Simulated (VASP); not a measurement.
# FeSi (P2_13) in VASP: notebook, part 2 of 2

VASP 6.6.1. The steps go on from the part before.

## Step 5: Single point, r2SCAN

POSCAR

```
FeSi
1.0
    4.1912588618      0.0000000000      0.0000000000
    0.0000000000      4.1912588618      0.0000000000
    0.0000000000      0.0000000000      4.1912588618
Fe Si
4 4
Direct
    0.1412013916      0.1412013916      0.1412013916
    0.3587986084      0.8587986084      0.6412013916
    0.6412013916      0.3587986084      0.8587986084
    0.8587986084      0.6412013916      0.3587986084
    0.8432643143      0.8432643143      0.8432643143
    0.6567356857      0.1567356857      0.3432643143
    0.3432643143      0.6567356857      0.1567356857
    0.1567356857      0.3432643143      0.6567356857
```

INCAR.step1

```
SYSTEM = FeSi
  ALGO = Normal
  EDIFF = 1E-4
  ENCUT = 520
  GGA = PE
  ISMEAR = 0
  LASPH = .True.
  LCHARG = .False.
  LREAL = .False.
  LWAVE = .True.
  NBANDS = 34
  NELM = 100
  PREC = Accurate
  SIGMA = 0.02
```

INCAR.step2

```
SYSTEM = FeSi
  ALGO = Normal
  EDIFF = 1E-6
  ENCUT = 520
  ISIF = 2
  ISMEAR = 0
  ISTART = 1
  LASPH = .True.
  LCHARG = .False.
  LMIXTAU = .True.
  LREAL = .False.
  LWAVE = .False.
  METAGGA = R2SCAN
  NBANDS = 34
  NELM = 100
  PREC = Accurate
  SIGMA = 0.02
```

KPOINTS

```
k-points
0
Gamma
  8 8 8
  0 0 0
```

Launch:

```
cat potpaw_PBE.64/Fe/POTCAR potpaw_PBE.64/Si/POTCAR > POTCAR
cp INCAR.step1 INCAR
mpirun -np 1 vasp_std > vasp.out
cp INCAR.step2 INCAR
mpirun -np 1 vasp_std > vasp.out
```

It took 8.4 min on 1 thread of AMD EPYC 7R43 (Zen 3), shared host; peak memory 0.21 GiB.

Results (log left out):

```yaml
Free_energy: -93.0968 eV
Pressure: 52.0 GPa
Largest_force: 0.056 eV/Å
Band_gap_on_the_k_mesh: 0.31 eV (least direct gap 0.33 eV)
```

Forces in eV/Å, atoms in the order of the input:
```
Fe   0.032  0.032  0.032
Fe  -0.032 -0.032  0.032
Fe   0.032 -0.032 -0.032
Fe  -0.032  0.032 -0.032
Si   0.003  0.003  0.003
Si  -0.003 -0.003  0.003
Si   0.003 -0.003 -0.003
Si  -0.003  0.003 -0.003
```

Levels at points of the mesh, in eV from the valence-band top:
| k point | band 21 | band 22 | band 23 | band 24 | band 25 | band 26 | band 27 | band 28 |
| --- | --- | --- | --- | --- | --- | --- | --- | --- |
| (0.00, 0.00, 0.00) | -0.47 | -0.47 | -0.18 | -0.18 | 0.98 | 0.98 | 0.98 | 4.21 |
| (0.50, 0.00, 0.00) | -0.63 | -0.63 | -0.05 | -0.05 | 0.36 | 0.36 | 2.29 | 2.29 |
| (0.50, 0.50, 0.00) | -1.35 | -1.35 | -0.57 | -0.57 | 0.93 | 0.93 | 1.86 | 1.86 |
| (0.50, 0.50, 0.50) | -1.01 | -1.01 | -1.01 | -1.01 | 0.81 | 0.81 | 0.81 | 0.81 |

Caveat: the cell stands under pressure; the PAW data sets were made with another functional, which shifts forces and pressure a little. Spin polarisation is off, so any magnetic state and its effect on volume and gap are missing.

## Step 6: Relaxation of cell and atoms, r2SCAN, target pressure 50.7 GPa, at which the enthalpy is minimised

This run uses another cell than the first one, of 11.78 Å³/atom.

POSCAR

```
FeSi
1.0
    4.5507000000      0.0000000000      0.0000000000
    0.0000000000      4.5507000000      0.0000000000
    0.0000000000      0.0000000000      4.5507000000
Fe Si
4 4
Direct
    0.1365200000      0.1365200000      0.1365200000
    0.3634800000      0.8634800000      0.6365200000
    0.6365200000      0.3634800000      0.8634800000
    0.8634800000      0.6365200000      0.3634800000
    0.8424000000      0.8424000000      0.8424000000
    0.6576000000      0.1576000000      0.3424000000
    0.3424000000      0.6576000000      0.1576000000
    0.1576000000      0.3424000000      0.6576000000
```

INCAR.step1

```
ALGO     = Normal         # electronic algorithm
EDIFF    = 1E-4           # SCF threshold, eV
ENCUT    = 600            # plane-wave cutoff, eV
GGA      = PE             # functional
ISMEAR   = 0              # smearing method
LASPH    = T              # aspherical terms in the spheres
LCHARG   = F              # write CHGCAR
LREAL    = F              # projectors in reciprocal space
LWAVE    = T              # write WAVECAR
NELM     = 80             # most SCF steps
PREC     = Accurate       # precision mode
SIGMA    = 0.1            # smearing width, eV
```

INCAR.step2

```
ALGO     = Normal         # electronic algorithm
EDIFF    = 1E-7           # SCF threshold, eV
EDIFFG   = -0.05          # ionic threshold
ENCUT    = 600            # plane-wave cutoff, eV
IBRION   = 2              # ionic algorithm
ISIF     = 3              # what is computed and relaxed
ISMEAR   = 0              # smearing method
ISTART   = 1            
LASPH    = T              # aspherical terms in the spheres
LCHARG   = F              # write CHGCAR
LMIXTAU  = T            
LREAL    = F              # projectors in reciprocal space
LWAVE    = F              # write WAVECAR
METAGGA  = R2SCAN         # meta-GGA
NELM     = 80             # most SCF steps
NSW      = 80             # ionic steps
PREC     = Accurate       # precision mode
PSTRESS  = 507.0        
SIGMA    = 0.1            # smearing width, eV
```

KPOINTS

```
k-points
0
Gamma
  4 4 4
```

Potentials or basis: VASP PAW PBE potentials, release 64 (Fe, Si).

Launch:

```
cat potpaw_PBE.64/Fe/POTCAR potpaw_PBE.64/Si/POTCAR > POTCAR
cp INCAR.step1 INCAR
mpirun -np 1 vasp_std > vasp.out
cp INCAR.step2 INCAR
mpirun -np 1 vasp_std > vasp.out
```

Run time: 37 min. Hardware: 1 thread of AMD EPYC 7R43 (Zen 3), shared host; peak memory 0.2 GiB.

The run converged. Its results:

| Quantity | Value |
| --- | --- |
| Free energy | -93.1680 eV |
| Relaxed volume | 9.23 Å³/atom |
| Relaxed cell | a = 4.195 Å, b = 4.195 Å, c = 4.195 Å, α = 90.00°, β = 90.00°, γ = 90.00° |
| Space group after relaxing (to 0.1 Å) | P2_13 (No. 198) |
| Energy change on relaxing (the run minimises the enthalpy) | +124.4 meV/atom |
| Ionic steps | 12 |
| Pressure after relaxing | 50.7 GPa |
| Largest force after relaxing | 0.006 eV/Å |
| Band gap on the k mesh | 0.35 eV (least direct gap 0.40 eV) |

Forces in eV/Å, atoms in the order of the input:
```
Fe   0.002  0.002  0.002
Fe  -0.002 -0.002  0.002
Fe   0.002 -0.002 -0.002
Fe  -0.002  0.002 -0.002
Si  -0.003 -0.003 -0.003
Si   0.003  0.003 -0.003
Si  -0.003  0.003  0.003
Si   0.003 -0.003  0.003
```

The path:
```
step  energy change (eV)  largest force (eV/Å)  pressure (GPa)  volume (Å³)
   1              0.0000                0.3049          -20.10        94.24
   2             75.1318                9.1409         1022.95        39.58
   3             -0.0781                0.4848           26.32        78.52
   4              0.3692                0.6581           37.76        76.28
   5              0.9938                0.8512           51.09        74.02
   6              0.8774                0.8179           48.74        74.39
   7              0.9108                0.0819           49.12        74.09
   8              0.9191                0.0793           49.18        74.06
   9              1.1856                0.0365           54.47        73.23
  10              1.0043                0.0563           50.89        73.78
  11              1.0025                0.0568           50.86        73.79
  12              0.9951                0.0059           50.68        73.81
```

Final structure:
```
Fe Si
1.0
     4.19480    0.00000    0.00000
     0.00000    4.19480    0.00000
     0.00000    0.00000    4.19480
Fe Si
4 4
Direct
  0.14145 0.14145 0.14145
  0.35855 0.85855 0.64145
  0.64145 0.35855 0.85855
  0.85855 0.64145 0.35855
  0.84333 0.84333 0.84333
  0.65667 0.15667 0.34333
  0.34333 0.65667 0.15667
  0.15667 0.34333 0.65667
```

Levels at points of the mesh, in eV from the valence-band top:
```tsv
k point	band 20	band 21	band 22	band 23	band 24	band 25	band 26	band 27	band 28	band 29
(0.00, 0.00, 0.00)	-0.44	-0.44	-0.44	-0.15	-0.15	1.00	1.00	1.00	4.23	4.23
(0.50, 0.00, 0.00)	-1.72	-0.60	-0.60	-0.02	-0.02	0.39	0.39	2.31	2.31	3.28
(0.50, 0.50, 0.00)	-1.66	-1.32	-1.32	-0.53	-0.53	0.95	0.95	1.89	1.89	3.83
(0.50, 0.50, 0.50)	-1.00	-0.97	-0.97	-0.97	-0.97	0.84	0.84	0.84	0.84	7.40
```

Caveat: the cell is relaxed towards a set pressure, so the run minimises the enthalpy, not the energy; the volume moved by over 15 % at a fixed basis, so the end points are rough; the PAW data sets were made with another functional, which shifts forces and pressure a little. Spin polarisation is off, so any magnetic state and its effect on volume and gap are missing.

## Step 7: Overview

```tsv
task	cell	k mesh	cutoff (eV)	smearing	gap on the mesh (eV)	pressure (GPa)	largest force (eV/Å)
single point	a = 4.192 Å, 8 atoms, atomic positions A	4 × 4 × 4	520	gaussian 0.1 eV	0.35	51.8	0.06
single point	a = 4.192 Å, 8 atoms, atomic positions A	6 × 6 × 6	520	gaussian 0.1 eV	0.31	51.9	0.06
single point	a = 4.191 Å, 8 atoms, atomic positions A	8 × 8 × 8	520	gaussian 0.02 eV	0.31	52.0	0.06
relaxation of cell and atoms	relaxed to 50.7 GPa from a = 4.551 Å, 8 atoms, atomic positions B	4 × 4 × 4	600	gaussian 0.1 eV	0.35	50.7	0.01
```

Alike in all rows: level r2SCAN; potentials or basis VASP PAW PBE potentials, release 64 (Fe, Si); no spin polarisation.

Caveats: the PAW data sets were made with another functional, which shifts forces and pressure a little; the cell stands under pressure (at least some runs); the cell is relaxed towards a set pressure, so the run minimises the enthalpy, not the energy (at least some runs); the volume moved by over 15 % at a fixed basis, so the end points are rough (at least some runs).

Total energies depend on the potentials used, so only differences within one code and one set of settings carry meaning.
